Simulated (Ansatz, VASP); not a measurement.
**SiC in VASP and in Ansatz**

POSCAR

```
SiC
1.0
    0.0000000000      1.9894255490      1.9894255490
    1.9894255490      0.0000000000      1.9894255490
    1.9894255490      1.9894255490      0.0000000000
Si C
1 1
Direct
    0.0000000000      0.0000000000      0.0000000000
    0.2500000000      0.2500000000      0.2500000000
```

File INCAR.step1:

```
PREC     = Accurate       # precision mode
ENCUT    = 660            # plane-wave cutoff, eV
ISMEAR   = 0              # smearing method
SIGMA    = 0.01           # smearing width, eV
LREAL    = F              # projectors in reciprocal space
LASPH    = T              # aspherical terms in the spheres
NELM     = 120            # most SCF steps
NBANDS   = 11             # bands
GGA      = PE             # functional
ALGO     = Normal         # electronic algorithm
EDIFF    = 1E-5           # SCF threshold, eV
LWAVE    = T              # write WAVECAR
LCHARG   = F              # write CHGCAR
GGA_COMPAT= F
```

The input INCAR.step2:

```
PREC     = Accurate       # precision mode
ENCUT    = 660            # plane-wave cutoff, eV
EDIFF    = 1E-6           # SCF threshold, eV
ISMEAR   = 0              # smearing method
SIGMA    = 0.01           # smearing width, eV
LREAL    = F              # projectors in reciprocal space
LASPH    = T              # aspherical terms in the spheres
NELM     = 120            # most SCF steps
ALGO     = Normal         # electronic algorithm
ISIF     = 2              # what is computed and relaxed
LWAVE    = F              # write WAVECAR
LCHARG   = T              # write CHGCAR
METAGGA  = R2SCAN         # meta-GGA
LMIXTAU  = T            
LELF     = T              # ELF
LVHAR    = T            
NBANDS   = 11             # bands
ISTART   = 1            
GGA_COMPAT= F
```

File KPOINTS:

```
Automatic mesh
0
Gamma
  10 10 10
```

Input for Ansatz:

```yaml
crystal:
  lattice:
    - [0.0, 1.989425549, 1.989425549]
    - [1.989425549, 0.0, 1.989425549]
    - [1.989425549, 1.989425549, 0.0]
  atoms:
    - { symbol: Si, position: [0.0, 0.0, 0.0] }
    - { symbol: C, position: [0.25, 0.25, 0.25] }
scf:
  occupations: { method: fixed }
output:
  forces: true
  stress: true
  eigenvalues: true
hamiltonian:
  xc: r2scan
basis:
  ecutwfc: 560
kpoints:
  mp_grid: { grid: [10, 10, 10] }
```

Alike in both runs: task single point; functional r2SCAN; k mesh 10 × 10 × 10; no spin polarisation.

```csv
,VASP,Ansatz
version,VASP 6.6.1,Ansatz 0.2.0
potentials or method,"VASP PAW PBE potentials, release 64 (Si, C), cutoff 660 eV","scalar-relativistic, plane waves, PAW"
occupations,"gaussian, width 0.01 eV",fixed
valence electrons in the cell,8,8
```

VASP gave:

```
gap on the k mesh at the Fermi level (eV) : 1.50
least direct gap on the mesh (eV)         : 5.35
```

Estimate Ansatz's values.

gap on the k mesh at the Fermi level (eV): 1.48; least direct gap on the mesh (eV): 5.33.

VASP's potentials were made for PBE, not for r2SCAN.
